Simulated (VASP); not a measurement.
# CO2 in VASP: further runs, part 3 of 3

VASP 6.6.1. The steps go on from the part before.

## (5) Single point, PBE+D3(BJ)

File INCAR:

```
PREC = Accurate ; ENCUT = 520
EDIFF = 1E-6 ; ISMEAR = -1
SIGMA = 0.05 ; LREAL = Auto
LASPH = True ; NELM = 100
ALGO = Normal ; ISIF = 2
LWAVE = False ; LCHARG = True
GGA = PE ; IVDW = 12
LELF = True ; LVHAR = True
NBANDS = 120
```

File KPOINTS:

```
regular mesh
0
Gamma
  1 1 1
```

File POSCAR:

```
CO2
1.0
    8.5889170000      0.0000000000      0.0000000000
    0.0000000000      8.5889170000      0.0000000000
    0.0000000000      0.0000000000      8.5889170000
C O
12 24
Direct
    0.1142286041      0.4620838692      0.4010051558
    0.4974783200      0.8536349810     -0.0230063930
    0.7729496047      0.4744835699      0.5985737201
    0.1587510975      0.1051704190      0.7395111630
    0.3495900589      0.4508484597      0.0797888721
    1.0848166305      0.0708936878      0.2811530255
    0.1137512448      0.7228617997      0.8858742028
    0.7939650599      0.7868978126      0.1693810756
    0.4038227404      0.7951060652      0.4426984217
    0.7857102356      0.9511560072      0.7525861526
    0.7912522615      0.3737491001     -0.0087438265
    0.5624806946      0.1116322349      0.4213453221
    0.1828169954      0.4590916410      0.5208805720
    0.0849699677      0.4932752290      0.2665411716
    0.5009013360      0.7519574354     -0.1092920097
    0.4978159645      0.9501663597      0.0678898166
    0.7022072748      0.5794793453      0.6587326435
    0.8509920401      0.3788021237      0.5364820734
    0.2497637362      0.0074165346      0.7172149876
    0.0601356376      0.1964392018      0.7689910148
    0.4208796057      0.4692791885      0.1980692094
    0.2846109702      0.4328135899     -0.0389338959
    1.0106396418     -0.0170568653      0.3611863987
    1.1394684568      0.1656204152      0.1984068539
    0.1437550276      0.8119300722      0.9884948242
    0.0847021807      0.6363083960      0.7807503554
    0.7753596874      0.6876536355      0.2663083134
    0.8226415507      0.8735909312      0.0671097415
    0.5155364757      0.8224669071      0.5165843377
    0.2903159968      0.7844760870      0.3680440735
    0.9132466876      0.8927435205      0.7260403145
    0.6686058324      1.0124210072      0.7772807678
    0.8586880046      0.4900734283      0.0166377204
    0.7146302613      0.2616278630     -0.0284552756
    0.4275277081      0.1429749525      0.4221836117
    0.6960248888      0.0895339890      0.4078977594
```

Potentials or basis: VASP PAW PBE potentials, release 64 (C, O).

Run with:

```sh
cat potpaw_PBE.64/C/POTCAR potpaw_PBE.64/O/POTCAR > POTCAR
mpirun -np 1 vasp_gam > vasp.out
```

OUTCAR:

```text
PREC = Accurate
   ENCUT = 520
   EDIFF = 1E-6
   ISMEAR = -1
   LREAL = Auto
   LASPH = True
   NELM = 100
   ISIF = 2
   GGA = PE
   IVDW = 12
 IVDW          = 12

 ion  position               nearest neighbor table
   1  0.114  0.462  0.401-  13 1.19  14 1.21
   2  0.497  0.854  0.977-  16 1.14  15 1.15
   3  0.773  0.474  0.599-  18 1.19  17 1.20
[... 389 lines left out ...]
  -------------------------------------------------------------------------------------
  Total      -2.68918    -0.59058    -5.71903     0.01495     3.68563     0.38600
  in kB      -6.80011    -1.49340   -14.46166     0.03780     9.31981     0.97606
  external pressure =       -7.59 kB  Pullay stress =        0.00 kB

 VOLUME and BASIS-vectors are now :
 -----------------------------------------------------------------------------
  energy-cutoff  :      520.00
  volume of cell :      633.60
      direct lattice vectors                 reciprocal lattice vectors
     8.588917000  0.000000000  0.000000000     0.116429114  0.000000000  0.000000000
     0.000000000  8.588917000  0.000000000     0.000000000  0.116429114  0.000000000
     0.000000000  0.000000000  8.588917000     0.000000000  0.000000000  0.116429114

 POSITION                                       TOTAL-FORCE (eV/Angst)
 -----------------------------------------------------------------------------------
      0.98110      3.96880      3.44420         1.948185      2.033638     -2.278691
      4.27280      7.33180      8.39132        -0.140667     -0.607917     -0.383080
      6.63880      4.07530      5.14110        -0.268885      1.767731      0.486242
      1.36350      0.90330      6.35160        -1.631650      0.950116      0.736811
      3.00260      3.87230      0.68530         1.111644      0.137246      1.372657
      0.72848      0.60890      2.41480        -2.057361     -1.038757      0.929293
[... 28 lines left out ...]
      3.67200      1.22800      3.62610         1.086580     -0.362414      0.302001
      5.97810      0.76900      3.50340         0.574892     -0.232569      0.199474
 -----------------------------------------------------------------------------------
    total drift:                                0.005356     -0.032097     -0.005343

  FREE ENERGIE OF THE ION-ELECTRON SYSTEM (eV)
  ---------------------------------------------------
  free  energy   TOTEN  =      -276.4360870556 eV

  energy  without entropy=     -276.4360870555  energy(sigma->0) =     -276.43608706
```

OSZICAR:

```text
N       E                     dE             d eps       ncg     rms          rms(c)
DAV:   1     0.182799616369E+04    0.18280E+04   -0.11277E+05   248   0.152E+03
DAV:   2    -0.124236322820E+03   -0.19522E+04   -0.18958E+04   296   0.376E+02
DAV:   3    -0.289579885477E+03   -0.16534E+03   -0.16410E+03   280   0.117E+02
DAV:   4    -0.293714016201E+03   -0.41341E+01   -0.41115E+01   304   0.192E+01
DAV:   5    -0.293816525501E+03   -0.10251E+00   -0.10210E+00   304   0.286E+00    0.325E+01
DAV:   6    -0.276033327911E+03    0.17783E+02   -0.68378E+01   272   0.251E+01    0.149E+01
DAV:   7    -0.274797037843E+03    0.12363E+01   -0.35131E+00   288   0.643E+00    0.845E+00
DAV:   8    -0.274420240288E+03    0.37680E+00   -0.25814E+00   288   0.465E+00    0.192E+00
DAV:   9    -0.274367219917E+03    0.53020E-01   -0.17512E-01   288   0.143E+00    0.855E-01
DAV:  10    -0.274365734722E+03    0.14852E-02   -0.52871E-02   288   0.679E-01    0.207E-01
DAV:  11    -0.274365935759E+03   -0.20104E-03   -0.26626E-03   304   0.228E-01    0.933E-02
DAV:  12    -0.274365884963E+03    0.50796E-04   -0.54003E-04   288   0.994E-02    0.474E-02
DAV:  13    -0.274365708782E+03    0.17618E-03   -0.27207E-04   288   0.859E-02    0.197E-02
DAV:  14    -0.274365661080E+03    0.47702E-04   -0.11916E-04   312   0.495E-02    0.125E-02
DAV:  15    -0.274365647591E+03    0.13488E-04   -0.20822E-05   288   0.210E-02    0.690E-03
DAV:  16    -0.274365642111E+03    0.54799E-05   -0.71538E-06   288   0.179E-02    0.310E-03
DAV:  17    -0.274365642200E+03   -0.89018E-07   -0.47600E-06   264   0.860E-03
   1 F= -.27643609E+03 E0= -.27643609E+03  d E =-.225038E-10
```

stdout:

```text
POSCAR found type information on POSCAR C O
 POSCAR found :  2 types and      36 ions
 scaLAPACK will be used
 LDA part: xc-table for (Slater+PW92), standard interpolation
 POSCAR, INCAR and KPOINTS ok, starting setup
 FFT: planning ... GRIDC
 FFT: planning ... GRID_SOFT
 FFT: planning ... GRID
 WAVECAR not read
 entering main loop
```

It took 3.5 min on 1 thread of Intel Xeon Platinum 8259CL at 2.50GHz (Skylake/Cascade Lake), shared host; peak memory 0.52 GiB.

Results:

```yaml
Free_energy: -276.4361 eV
Pressure: -0.8 GPa
Largest_force: 5.693 eV/Å
Band_gap_on_the_k_mesh: 5.75 eV
Dispersion_energy_per_atom: -0.058 eV
```

Forces in eV/Å, atoms in the order of the input:
```
C    1.948  2.034 -2.279
C   -0.141 -0.608 -0.383
C   -0.269  1.768  0.486
C   -1.632  0.950  0.737
C    1.112  0.137  1.373
C   -2.057 -1.039  0.929
C   -0.101 -0.358 -0.729
C    0.429 -2.146  1.383
C   -0.001  0.740  0.180
C    5.185 -2.036 -1.174
C   -0.468  0.186  0.341
C   -1.669  0.897 -0.630
O   -1.185 -0.780 -0.409
O   -0.583 -1.151  2.680
O   -0.091 -2.674 -2.240
O   -0.272  3.183  2.876
O    1.123 -2.286 -0.988
O   -0.937  0.477  0.508
O    1.140 -0.683 -0.436
O    0.583 -0.100 -0.251
O   -0.795 -0.198 -1.406
O   -0.040 -0.067  0.046
O    1.745  1.353 -1.210
O    0.348 -0.436  0.209
O   -0.244 -1.193 -1.053
O    0.546  1.313  1.840
O   -0.075  2.104 -1.431
O   -0.292  0.071  0.409
O    0.231 -0.505  0.134
O   -0.331 -0.511 -0.302
O   -3.882  1.598  0.583
O   -1.445  0.672  0.051
O    0.166 -0.209 -0.311
O    0.293  0.092 -0.038
O    1.087 -0.362  0.302
O    0.575 -0.233  0.199
```

Caveat: the k points lie up to 0.73 Å⁻¹ apart.

## (6) Single point, PBE+D3(BJ)

File INCAR:

```
SYSTEM = CO2
  ALGO = Normal
  EDIFF = 1E-6
  ENCUT = 910
  GGA = PE
  GGA_COMPAT = .False.
  ISIF = 2
  ISMEAR = -1
  IVDW = 12
  LASPH = .True.
  LCHARG = .True.
  LELF = .True.
  LREAL = Auto
  LVHAR = .True.
  LWAVE = .False.
  NBANDS = 120
  NELM = 120
  PREC = Accurate
  SIGMA = 0.05
```

File KPOINTS:

```
k-points
0
Gamma
  1 1 1
  0 0 0
```

File POSCAR:

```
CO2
1.0
    8.5889170000      0.0000000000      0.0000000000
    0.0000000000      8.5889170000      0.0000000000
    0.0000000000      0.0000000000      8.5889170000
C O
12 24
Direct
    0.1445001739      0.5453074002      0.3325331936
    0.4367605369      0.9110345344      0.0517527414
    0.7991112267      0.3851824392      0.5207525000
    0.1964508447      0.1359077052      0.7913919764
    0.4502080996      0.3640738407      0.1165688293
    1.0324351720      0.0607876406      0.2807455236
    0.1588209550      0.7328630606      0.8908340830
    0.7387310880      0.7873286003      0.2211454599
    0.4000271513      0.7784101302      0.4929725133
    0.7676404371      0.9685272311      0.6701659825
    0.8273336440      0.3792445543     -0.0411344061
    0.4988638265      0.1300396779      0.4105872719
    0.2299242151      0.4923205103      0.4266777756
    0.0578303411      0.6080161212      0.2430923480
    0.4615366524      0.7829392227      0.0083479675
    0.4008305122      1.0408879257      0.0791019403
    0.7128488959      0.4467617978      0.6069333305
    0.8801458903      0.3160934027      0.4342922396
    0.2901529960      0.0414021931      0.7537504437
    0.1081160756      0.2333006594      0.8230956243
    0.5781520534      0.3758331813      0.1619878269
    0.3250235158      0.3558423024      0.0746310623
    0.9897522586     -0.0249391163      0.3775912609
    1.0930248831      0.1379917864      0.1897678136
    0.1159284692      0.7899366125      1.0064598366
    0.1744573850      0.6634130939      0.7762794774
    0.7182162780      0.7072952271      0.3262343786
    0.7556948100      0.8668263996      0.1112363759
    0.4514655340      0.7397090925      0.6123589272
    0.3402408010      0.8287424363      0.3778823337
    0.8576634283      0.8644046741      0.6650314586
    0.6721685633      1.0655476121      0.6686174753
    0.8211861868      0.5164795515     -0.0630230796
    0.8428652879      0.2487508029     -0.0265341952
    0.4098188398      0.2186305910      0.4555638388
    0.5926009065      0.0417514804      0.3670893548
```

Potentials or basis: VASP PAW PBE potentials, release 64 (C_h, O_h).

Run with:

```sh
cat potpaw_PBE.64/C_h/POTCAR potpaw_PBE.64/O_h/POTCAR > POTCAR
mpirun -np 1 vasp_gam > vasp.out
```

OUTCAR:

```text
SYSTEM = CO2
   EDIFF = 1E-6
   ENCUT = 910
   GGA = PE
   ISIF = 2
   ISMEAR = -1
   IVDW = 12
   LASPH = .True.
   LREAL = Auto
   NELM = 120
   PREC = Accurate
 IVDW          = 12

 ion  position               nearest neighbor table
   1  0.145  0.545  0.333-  13 1.18  14 1.20
   2  0.437  0.911  0.052-  16 1.18  15 1.18
   3  0.799  0.385  0.521-  17 1.17  18 1.18
   4  0.196  0.136  0.791-  20 1.16  19 1.19
   5  0.450  0.364  0.117-  22 1.14  21 1.17
   6  0.032  0.061  0.281-  24 1.15  23 1.17
   7  0.159  0.733  0.891-  26 1.16  25 1.17
   8  0.739  0.787  0.221-  27 1.15  28 1.17
   9  0.400  0.778  0.493-  29 1.16  30 1.19
  10  0.768  0.969  0.670-  32 1.17  31 1.18
  11  0.827  0.379  0.959-  34 1.14  33 1.19
  12  0.499  0.130  0.411-  35 1.15  36 1.17
  13  0.230  0.492  0.427-   1 1.18
  14  0.058  0.608  0.243-   1 1.20
  15  0.462  0.783  0.008-   2 1.18
  16  0.401  0.041  0.079-   2 1.18
  17  0.713  0.447  0.607-   3 1.17
[... 17 lines left out ...]
  35  0.410  0.219  0.456-  12 1.15
  36  0.593  0.042  0.367-  12 1.17

  LATTYP: Found a simple cubic cell.
[... 230 lines left out ...]
 fundamental gap:      6.1798365539
 Fermi energy:        -2.5840308065

 k-point     1 :       0.0000    0.0000    0.0000
  band No.  band energies     occupation
      1     -24.9128      2.00000
      2     -24.7974      2.00000
      3     -24.5360      2.00000
      4     -24.5001      2.00000
      5     -24.4612      2.00000
      6     -24.4244      2.00000
[... 100 lines left out ...]
    107       4.0092      0.00000
    108       4.0632      0.00000
 [bands above 108 left out]

------------------------ aborting loop because EDIFF is reached ----------------------------------------

 Edisp (eV)   -2.07603

 E8    (eV) :    -0.5267

  FORCE on cell =-STRESS in cart. coord.  units (eV):
  Direction    XX          YY          ZZ          XY          YZ          ZX
  --------------------------------------------------------------------------------------
  -------------------------------------------------------------------------------------
  Total       4.14084     0.59872     1.81760     3.08263    -0.36531    -2.51545
  in kB      10.47091     1.51397     4.59614     7.79502    -0.92375    -6.36079
  external pressure =        5.53 kB  Pullay stress =        0.00 kB

 VOLUME and BASIS-vectors are now :
 -----------------------------------------------------------------------------
  energy-cutoff  :      910.00
  volume of cell :      633.60
      direct lattice vectors                 reciprocal lattice vectors
     8.588917000  0.000000000  0.000000000     0.116429114  0.000000000  0.000000000
     0.000000000  8.588917000  0.000000000     0.000000000  0.116429114  0.000000000
     0.000000000  0.000000000  8.588917000     0.000000000  0.000000000  0.116429114

 POSITION                                       TOTAL-FORCE (eV/Angst)
 -----------------------------------------------------------------------------------
      1.24110      4.68360      2.85610        -0.988665      1.099908     -0.526522
      3.75130      7.82480      0.44450        -0.634061      0.116007     -0.980617
      6.86350      3.30830      4.47270        -0.380242     -0.308453      0.030797
      1.68730      1.16730      6.79720         1.398199     -0.889318     -0.770003
      3.86680      3.12700      1.00120         2.830833      0.464853      1.040180
      0.27858      0.52210      2.41130         0.291903     -1.342803      1.274156
[... 28 lines left out ...]
      3.51990      1.87780      3.91280        -1.632871      1.425998      0.699023
      5.08980      0.35860      3.15290         0.238750     -0.148922     -0.327647
 -----------------------------------------------------------------------------------
    total drift:                               -0.003816     -0.003117      0.022921

  FREE ENERGIE OF THE ION-ELECTRON SYSTEM (eV)
  ---------------------------------------------------
  free  energy   TOTEN  =      -279.9914018919 eV

  energy  without entropy=     -279.9914018918  energy(sigma->0) =     -279.99140189
```

Wall time 6 min (1 thread of Intel Xeon Platinum 8375C at 2.90GHz (Ice Lake), shared host); peak memory 1.2 GiB.

What came out:

* Free energy: -279.9914 eV
* Pressure: 0.6 GPa
* Largest force: 5.368 eV/Å
* Band gap on the k mesh: 6.18 eV
* Dispersion energy per atom: -0.058 eV

Forces on the atoms (eV/Å):
```
C   -0.989  1.100 -0.527
C   -0.634  0.116 -0.981
C   -0.380 -0.308  0.031
C    1.398 -0.889 -0.770
C    2.831  0.465  1.040
C    0.292 -1.343  1.274
C   -1.661 -0.442  0.441
C    0.394  1.284 -2.161
C   -1.067  1.018 -0.901
C    0.741 -1.624 -0.310
C    0.073  5.282 -0.955
C    1.466 -1.187 -0.559
O   -0.764  0.296 -1.002
O    1.561 -1.586  1.695
O   -0.045  0.902  0.699
O    0.664 -1.213  0.183
O    0.498 -0.115 -0.389
O   -0.159  0.511  0.357
O   -1.063  0.728  0.453
O   -0.183  0.157 -0.019
O    0.286 -0.079  0.153
O   -3.184 -0.033 -1.179
O   -0.623 -0.044  0.149
O    0.351  1.368 -1.421
O    0.567  0.898  0.354
O    0.828 -0.391 -1.066
O   -0.326 -1.289  1.782
O    0.247 -0.062  0.391
O    0.319 -0.179 -0.330
O    0.821 -0.950  1.281
O   -0.750  1.216  0.351
O    0.146  0.343  0.480
O   -0.105 -1.799  0.484
O   -0.156 -3.428  0.597
O   -1.633  1.426  0.699
O    0.239 -0.149 -0.328
```

Stress tensor (GPa, compression positive):
```
 1.05  0.78 -0.64
 0.78  0.15 -0.09
-0.64 -0.09  0.46
```

Caveat: the k points lie up to 0.73 Å⁻¹ apart; the cutoff is under 1.25 times the usual one of these potentials, so pressure, stress and relaxed cells hold a basis-set (Pulay) error.
